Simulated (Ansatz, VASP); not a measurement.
# Two plane-wave programs on Sc

```
CELL_PARAMETERS angstrom
3.28203 0.00000 0.00000
-1.64101 2.84232 0.00000
0.00000 0.00000 5.04995
ATOMIC_POSITIONS crystal
Sc 0.33333 0.66667 0.25000
Sc 0.66667 0.33333 0.75000
```

Alike in both runs: functional PBEsol; k mesh 6 × 6 × 4; occupations gaussian, width 0.1 eV; no spin polarisation.

Ansatz relaxed the structure, and its values are those at the end. VASP's run is a single point on that final structure, the one shown.

```csv
,VASP,Ansatz
version,VASP 6.6.1,Ansatz 0.2.0
potentials or method,"VASP PAW PBE potentials, release 64 (Sc_sv), cutoff 500 eV","scalar-relativistic, plane waves, PAW"
valence electrons in the cell,22,22
```

|  | VASP | Ansatz | Ansatz less VASP |
| --- | --- | --- | --- |
| gap on the k mesh at the Fermi level (eV) | none | none | - |
| pressure (GPa) | 0.1 | 0.1 | +0.01 |

VASP's potentials were made for PBE, not for PBEsol. A gap of «none» marks a metal or a gap that the smearing closes. With one functional, cell and mesh, what is left measures potentials, basis and numerics.

The k mesh is coarse, so the values compare programs but aren't converged.
